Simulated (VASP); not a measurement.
# Hf3Ta2F (P4/mmm) in VASP: further runs

The runs below take Hf3Ta2F through single point, with PBE.

Program: VASP 6.6.1. These are calculated values, not measurements. Logs are shortened: lines on timing, memory, paths and dates and some standing lists are left out, and cuts for length are marked.

## 1. The cell of the first run

The structure is tetragonal, space group P4/mmm (No. 123). The conventional cell has a = 2.996 Å, b = 2.996 Å, c = 12.621 Å, α = 90.00°, β = 90.00°, γ = 90.00°. Within 3.8 Å of Hf (site symmetry 4mm) lie 4 F at 2.84 Å and 4 Ta at 2.99 Å and 5 Hf at 3.00 to 3.79 Å. Hf (site symmetry 4/mmm) has 4 Hf at 3.00 Å and 8 Ta at 3.13 Å within 3.9 Å. Within 4.3 Å of Ta (site symmetry 4mm) lie 8 Hf at 2.99 to 3.13 Å and 8 Ta at 3.00 to 4.24 Å and 1 F at 4.00 Å. F (site symmetry 4/mmm) has 8 Hf at 2.84 Å and 4 F at 3.00 Å within 3.7 Å.

The cell was generated, and may not be a known phase.

## 2. Single point, PBE

INCAR

```
PREC = Accurate
ENCUT = 520
EDIFF = 1E-6
ISMEAR = 0
SIGMA = 0.1
LREAL = F
LASPH = T
NELM = 80
ALGO = Normal
ISIF = 2
LWAVE = F
LCHARG = F
GGA = PE
NBANDS = 38
```

KPOINTS

```
Automatic mesh
0
Gamma
  12 12 4
```

POSCAR

```
Hf3Ta2F
1.0
    2.9957375950      0.0000000000      0.0000000000
    0.0000000000      2.9957375950      0.0000000000
    0.0000000000      0.0000000000     12.6206524192
Hf Ta F
3 2 1
Direct
    0.5000000000      0.5000000000      0.1500026798
    0.5000000000      0.5000000000      0.5000000000
    0.5000000000      0.5000000000      0.8499973202
    0.0000000000      0.0000000000      0.3171272802
    0.0000000000      0.0000000000      0.6828727198
    0.0000000000      0.0000000000      0.0000000000
```

Potentials or basis: VASP PAW PBE potentials, release 64 (Hf_pv, Ta_pv, F).

The run is started by

```sh
cat potpaw_PBE.64/Hf_pv/POTCAR potpaw_PBE.64/Ta_pv/POTCAR potpaw_PBE.64/F/POTCAR > POTCAR
mpirun -np 1 vasp_std > vasp.out
```

OUTCAR:

```text
PREC = Accurate
   ENCUT = 520
   EDIFF = 1E-6
   ISMEAR = 0
   LREAL = F
   LASPH = T
   NELM = 80
   ISIF = 2
   GGA = PE

 ion  position               nearest neighbor table
   1  0.500  0.500  0.150-   6 2.84   6 2.84   6 2.84   6 2.84   4 2.99   4 2.99   4 2.99   4 2.99
                             3 3.79
   2  0.500  0.500  0.500-   4 3.13   5 3.13   4 3.13   5 3.13   4 3.13   5 3.13   4 3.13   5 3.13

   3  0.500  0.500  0.850-   6 2.84   6 2.84   6 2.84   6 2.84   5 2.99   5 2.99   5 2.99   5 2.99
                             1 3.79
   4  0.000  0.000  0.317-   1 2.99   1 2.99   1 2.99   1 2.99   2 3.13   2 3.13   2 3.13   2 3.13

   5  0.000  0.000  0.683-   3 2.99   3 2.99   3 2.99   3 2.99   2 3.13   2 3.13   2 3.13   2 3.13

   6  0.000  0.000  0.000-   1 2.84   3 2.84   1 2.84   3 2.84   1 2.84   3 2.84   1 2.84   3 2.84

  LATTYP: Found a simple tetragonal cell.
 ALAT       =     2.9957375950
 C/A-ratio  =     4.2128697922

  Lattice vectors:

 A1 = (   2.9957375950,   0.0000000000,   0.0000000000)
 A2 = (   0.0000000000,   2.9957375950,   0.0000000000)
 A3 = (   0.0000000000,   0.0000000000,  12.6206524192)

Analysis of symmetry for initial positions (statically):
=====================================================================
 Subroutine PRICEL returns:
 Original cell was already a primitive cell.

 Routine SETGRP: Setting up the symmetry group for a
 simple tetragonal supercell.

 Subroutine GETGRP returns: Found 16 space group operations
 (whereof 16 operations were pure point group operations)
 out of a pool of 16 trial point group operations.

The static configuration has the point symmetry D_4h.

Analysis of symmetry for dynamics (positions and initial velocities):
=====================================================================
 Subroutine PRICEL returns:
 Original cell was already a primitive cell.

 Routine SETGRP: Setting up the symmetry group for a
 simple tetragonal supercell.

 Subroutine GETGRP returns: Found 16 space group operations
 (whereof 16 operations were pure point group operations)
 out of a pool of 16 trial point group operations.

The dynamic configuration has the point symmetry D_4h.

 Subroutine INISYM returns: Found 16 space group operations
 (whereof 16 operations are pure point group operations),
 and found     1 'primitive' translations

----------------------------------------------------------------------------------------

                                     Primitive cell

  volume of cell :     113.2633

  direct lattice vectors                    reciprocal lattice vectors
     2.995737595  0.000000000  0.000000000     0.333807608  0.000000000  0.000000000
     0.000000000  2.995737595  0.000000000     0.000000000  0.333807608  0.000000000
     0.000000000  0.000000000 12.620652419     0.000000000  0.000000000  0.079235206

  length of vectors
     2.995737595  2.995737595 12.620652419     0.333807608  0.333807608  0.079235206

  position of ions in fractional coordinates (direct lattice)
     0.500000000  0.500000000  0.150002680
     0.500000000  0.500000000  0.500000000
     0.500000000  0.500000000  0.849997320
     0.000000000  0.000000000  0.317127280
     0.000000000  0.000000000  0.682872720
     0.000000000  0.000000000  0.000000000

  ion indices of the primitive-cell ions
   primitive index   ion index
                 1           1
                 2           2
                 3           3
                 4           4
                 5           5
                 6           6

----------------------------------------------------------------------------------------

 KPOINTS: Automatic mesh

Automatic generation of k-mesh.
 Grid dimensions read from file:
 generate k-points for:   12   12    4

 Generating k-lattice:

  Cartesian coordinates                     Fractional coordinates (reciprocal lattice)
     0.027817301  0.000000000  0.000000000     0.083333333  0.000000000  0.000000000
     0.000000000  0.027817301  0.000000000     0.000000000  0.083333333  0.000000000
     0.000000000  0.000000000  0.019808802     0.000000000  0.000000000  0.250000000

  Length of vectors
     0.027817301  0.027817301  0.019808802

  Shift w.r.t. Gamma in fractional coordinates (k-lattice)
     0.000000000  0.000000000  0.000000000

 Subroutine IBZKPT returns following result:
 ===========================================

 Found     84 irreducible k-points:

 Following reciprocal coordinates:
            Coordinates               Weight
  0.000000  0.000000  0.000000      1.000000
  0.083333  0.000000  0.000000      4.000000
  0.166667  0.000000  0.000000      4.000000
  0.250000  0.000000  0.000000      4.000000
  0.333333  0.000000  0.000000      4.000000
  0.416667  0.000000  0.000000      4.000000
[... 16 lines left out ...]
  0.333333  0.333333  0.000000      4.000000
  0.416667  0.333333  0.000000      8.000000
 [... further k-points ...]
   k-points           NKPTS =     84   k-points in BZ     NKDIM =     84   number of bands    NBANDS=     38
   number of dos      NEDOS =    301   number of ions     NIONS =      6
   total plane-waves  NPLWV =  55296
   dimension x,y,z NGX =    24 NGY =   24 NGZ =   96
   dimension x,y,z NGXF=    48 NGYF=   48 NGZF=  192
   ions per type =               3   2   1
   NGX,Y,Z   is equivalent  to a cutoff of  13.32, 13.32, 12.65 a.u.
   NGXF,Y,Z  is equivalent  to a cutoff of  26.64, 26.64, 25.29 a.u.
 SYSTEM =  unknown system
   PREC   = accura    normal or accurate (medium, high low for compatibility)
   ISTART =      0    job   : 0-new  1-cont  2-samecut
   ICHARG =      2    charge: 1-file 2-atom 10-const
   ISPIN  =      1    spin polarized calculation?
   LNONCOLLINEAR =      F non collinear calculations
   LSORBIT =      F    spin-orbit coupling
   LASPH  =      T    aspherical Exc in radial PAW
   ENCUT  =  520.0 eV  38.22 Ry    6.18 a.u.   5.57  5.57 23.47*2*pi/ulx,y,z
   NELM   =     80;   NELMIN=  2; NELMDL= -5     # of ELM steps
   EDIFF  = 0.1E-05   stopping-criterion for ELM
   LREAL  =      F    real-space projection
   EDIFFG = 0.1E-04   stopping-criterion for IOM
   NSW    =      0    number of steps for IOM
   IBRION =     -1    ionic relax: 0-MD 1-quasi-New 2-CG
   NFREE  =      0    steps in history (QN), initial steepest desc. (CG)
   ISIF   =      2    stress and relaxation
   ISYM   =      2    0-nonsym 1-usesym 2-fastsym
   POTIM  = 0.5000    time-step for ionic-motion
   TEBEG  =    0.0;   TEEND  =   0.0 temperature during run
   PSTRESS=    0.0 pullay stress
   NELECT =      59.0000    total number of electrons
   NUPDOWN=      -1.0000    fix difference up-down
   EMIN   =  10.00;   EMAX   =-10.00  energy-range for DOS
   EFERMI =   0.00;   METHOD = LEGACY
   ISMEAR =     0;   SIGMA  =   0.10  broadening in eV -4-tet -1-fermi 0-gaus
   EFERMI_NEDOS =   21; number of points for ismear=-14 and -15
   IALGO  =     38    algorithm
   IMIX   =      4    mixing-type and parameters
     AMIX     =   0.40;   BMIX     =  1.00
     AMIX_MAG =   1.60;   BMIX_MAG =  1.00
  volume/ion in A,a.u.               =      18.88       127.39
  Fermi-wavevector in a.u.,A,eV,Ry     =   1.317232  2.489208 23.607483  1.735101
  Thomas-Fermi vector in A             =   2.447288
   LORBIT       =      0    0 simple, 1 ext, 2 COOP (PROOUT), +10 PAW based schemes
   GGA     = PE    functional components
   LHFCALC =     F    Hartree Fock is set to
   AEXX    =    0.0000 exact exchange contribution
   IVDW    =     0    specifies the selected vdW correction
   LEPSILON=     F    determine dielectric tensor
   LRPA    =     F    only Hartree local field effects (RPA)
 non-spin polarized calculation
 Gauss-broadening in eV      SIGMA  =   0.10
  energy-cutoff  :      520.00
  volume of cell :      113.26
 maximum number of plane-waves:      3083
 NGX is ok and might be reduce to    24
   NGX = 11   NGY = 11   NGZ = 47

 number of electron      58.9999980 magnetization

 Free energy of the ion-electron system (eV)
  ---------------------------------------------------
  ext. energy  EPLUGINS =         0.00000000
  ---------------------------------------------------
  free energy    TOTEN  =       -57.08053025 eV

  energy without entropy =      -57.05571436  energy(sigma->0) =      -57.06812231

 E-fermi :   5.2008     XC(G=0): -11.5572

 val. band max:        5.1947087990   @ k =   0.4167   0.2500   0.0000
 cond. band min:       5.2040928168   @ k =   0.4167   0.2500   0.2500
 fundamental gap:      0.0093840177
 Fermi energy:         5.2008139683

 k-point     1 :       0.0000    0.0000    0.0000
  band No.  band energies     occupation
      1     -29.0140      2.00000
      2     -29.0018      2.00000
      3     -28.7609      2.00000
      4     -28.7609      2.00000
      5     -28.7596      2.00000
      6     -28.7596      2.00000
[... 30 lines left out ...]
     37       7.6426      0.00000
     38       7.9903      0.00000

 k-point     2 :       0.0833    0.0000    0.0000
  band No.  band energies     occupation
      1     -29.0089      2.00000
      2     -28.9982      2.00000
      3     -28.7980      2.00000
      4     -28.7975      2.00000
      5     -28.7576      2.00000
      6     -28.7564      2.00000
[... 30 lines left out ...]
     37       7.5960      0.00000
     38       7.9912      0.00000

 k-point     3 :       0.1667    0.0000    0.0000
  band No.  band energies     occupation
      1     -28.9949      2.00000
      2     -28.9887      2.00000
      3     -28.8997      2.00000
      4     -28.8977      2.00000
      5     -28.7484      2.00000
      6     -28.7475      2.00000
[... 30 lines left out ...]
     37       7.3559      0.00000
     38       7.7655      0.00000

 k-point     4 :       0.2500    0.0000    0.0000
  band No.  band energies     occupation
      1     -29.0360      2.00000
      2     -29.0334      2.00000
      3     -28.9760      2.00000
      4     -28.9740      2.00000
      5     -28.7360      2.00000
      6     -28.7353      2.00000
[... 30 lines left out ...]
     37       7.1419      0.00000
     38       7.1629      0.00000
[... 703 lines left out ...]
      4     -28.9721      2.00000
      5     -28.9090      2.00000
      6     -28.9018      2.00000
[... 30 lines left out ...]
     37       7.4312      0.00000
     38       8.2537      0.00000

 k-point    23 :       0.3333    0.3333    0.0000
  band No.  band energies     occupation
      1     -29.1223      2.00000
      2     -29.1206      2.00000
      3     -29.1114      2.00000
      4     -29.1085      2.00000
      5     -28.9067      2.00000
      6     -28.9021      2.00000
[... 30 lines left out ...]
     37       7.7472      0.00000
     38       7.9702      0.00000

 k-point    24 :       0.4167    0.3333    0.0000
  band No.  band energies     occupation
      1     -29.2079      2.00000
      2     -29.2074      2.00000
      3     -29.1045      2.00000
      4     -29.1023      2.00000
      5     -28.8933      2.00000
      6     -28.8887      2.00000
[... 30 lines left out ...]
     37       8.2191      0.00000
     38       8.2283      0.00000

 [... further k-points ...]

------------------------ aborting loop because EDIFF is reached ----------------------------------------

  FORCE on cell =-STRESS in cart. coord.  units (eV):
  Direction    XX          YY          ZZ          XY          YZ          ZX
  --------------------------------------------------------------------------------------
  -------------------------------------------------------------------------------------
  Total       -0.3195959     -0.3195959     -0.4340419      0.0000000      0.0000000     -0.0000000
  in kB       -4.5208744     -4.5208744     -6.1397810      0.0000000      0.0000000     -0.0000000
  external PRESSURE =      -5.0605099 kB  Pullay stress =       0.0000000 kB

 VOLUME and BASIS-vectors are now :
 -----------------------------------------------------------------------------
  energy-cutoff  :      520.00
  volume of cell :      113.26
      direct lattice vectors                 reciprocal lattice vectors
     2.995737595  0.000000000  0.000000000     0.333807608  0.000000000  0.000000000
     0.000000000  2.995737595  0.000000000     0.000000000  0.333807608  0.000000000
     0.000000000  0.000000000 12.620652419     0.000000000  0.000000000  0.079235206

 POSITION                                       TOTAL-FORCE (eV/Angst)
 -----------------------------------------------------------------------------------
      1.49787      1.49787      1.89313        -0.000000      0.000000      0.022017
      1.49787      1.49787      6.31033        -0.000000     -0.000000     -0.000000
      1.49787      1.49787     10.72752         0.000000      0.000000     -0.022017
      0.00000      0.00000      4.00235        -0.000000     -0.000000     -0.021216
      0.00000      0.00000      8.61830        -0.000000     -0.000000      0.021216
      0.00000      0.00000      0.00000        -0.000000     -0.000000     -0.000000
 -----------------------------------------------------------------------------------
    total drift:                                0.000000     -0.000000      0.000000

  FREE ENERGIE OF THE ION-ELECTRON SYSTEM (eV)
  ---------------------------------------------------
  free  energy   TOTEN  =       -57.0805302502 eV

  energy  without entropy=      -57.0557143644  energy(sigma->0) =      -57.06812231
```

Run time: 4.5 min. Hardware: 1 thread of Intel Xeon Platinum 8488C (Sapphire Rapids), shared host; peak memory 0.45 GiB.

What came out:

* Free energy: -57.0805 eV
* Pressure: -0.5 GPa
* Largest force: 0.022 eV/Å
* Band gap on the k mesh: zero (an odd number of electrons rules out a gap without spin polarisation)

Forces on the atoms (eV/Å):
```
Hf   0.000  0.000  0.022
Hf   0.000  0.000  0.000
Hf   0.000  0.000 -0.022
Ta   0.000  0.000 -0.021
Ta   0.000  0.000  0.021
F    0.000  0.000  0.000
```

Stress tensor (GPa, compression positive):
```
-0.45  0.00  0.00
 0.00 -0.45  0.00
 0.00  0.00 -0.61
```

Caveat: spin-orbit coupling is left out, which moves the levels of the heavy elements; an odd number of electrons without spin polarisation forces a metal; a magnetic or distorted state may lie lower.

## 3. Single point, PBE

INCAR

```
SYSTEM = Hf3Ta2F
ALGO     = Normal         ! electronic algorithm
EDIFF    = 1E-7           ! SCF threshold, eV
ENCUT    = 520            ! plane-wave cutoff, eV
GGA      = PE             ! functional
ISIF     = 2              ! what is computed and relaxed
ISMEAR   = 0              ! smearing method
LASPH    = .TRUE.         ! aspherical terms in the spheres
LCHARG   = .FALSE.        ! write CHGCAR
LREAL    = .FALSE.        ! projectors in reciprocal space
LWAVE    = .FALSE.        ! write WAVECAR
NBANDS   = 38             ! bands
NELM     = 100            ! most SCF steps
PREC     = Accurate       ! precision mode
SIGMA    = 0.1            ! smearing width, eV
```

KPOINTS

```
k-points
0
G
  12 12 4
  0 0 0
```

POSCAR is that of step 2.

Potentials or basis: VASP PAW PBE potentials, release 64 (Hf_pv, Ta_pv, F).

The run is started by

```sh
cat potpaw_PBE.64/Hf_pv/POTCAR potpaw_PBE.64/Ta_pv/POTCAR potpaw_PBE.64/F/POTCAR > POTCAR
mpirun -np 1 vasp_std > vasp.out
```

It took 3.9 min on 1 thread of Intel Xeon Platinum 8488C (Sapphire Rapids), shared host; peak memory 0.45 GiB.

Results (log left out):

| Quantity | Value |
| --- | --- |
| Free energy | -57.0805 eV |
| Pressure | -0.5 GPa |
| Largest force | 0.022 eV/Å |
| Band gap on the k mesh | zero (an odd number of electrons rules out a gap without spin polarisation) |

Forces in eV/Å, atoms in the order of the input:
```
Hf   0.000  0.000  0.022
Hf   0.000  0.000  0.000
Hf   0.000  0.000 -0.022
Ta   0.000  0.000 -0.021
Ta   0.000  0.000  0.021
F    0.000  0.000  0.000
```

Stress tensor (GPa, compression positive):
```
-0.45  0.00  0.00
 0.00 -0.45  0.00
 0.00  0.00 -0.61
```

Levels at points of the mesh, in eV from the Fermi level:
| k point | band 26 | band 27 | band 28 | band 29 | band 30 | band 31 | band 32 | band 33 |
| --- | --- | --- | --- | --- | --- | --- | --- | --- |
| (0.00, 0.00, 0.00) | -2.52 | -1.26 | -0.56 | -0.37 | 0.13 | 0.68 | 1.27 | 1.27 |
| (0.50, 0.00, 0.00) | -0.59 | -0.37 | -0.35 | -0.25 | -0.01 | 0.06 | 0.44 | 0.96 |
| (0.50, 0.50, 0.00) | -2.20 | -1.87 | -1.87 | -0.33 | -0.33 | 1.15 | 1.52 | 1.52 |
| (0.00, 0.00, 0.50) | -2.55 | -1.19 | -0.65 | -0.56 | 0.16 | 1.00 | 1.28 | 1.28 |
| (0.50, 0.00, 0.50) | -0.59 | -0.30 | -0.28 | -0.19 | -0.18 | 0.36 | 0.49 | 0.94 |
| (0.50, 0.50, 0.50) | -1.98 | -1.98 | -1.69 | -0.18 | -0.18 | 1.34 | 1.34 | 1.50 |

Caveat: spin-orbit coupling is left out, which moves the levels of the heavy elements; an odd number of electrons without spin polarisation forces a metal; a magnetic or distorted state may lie lower.
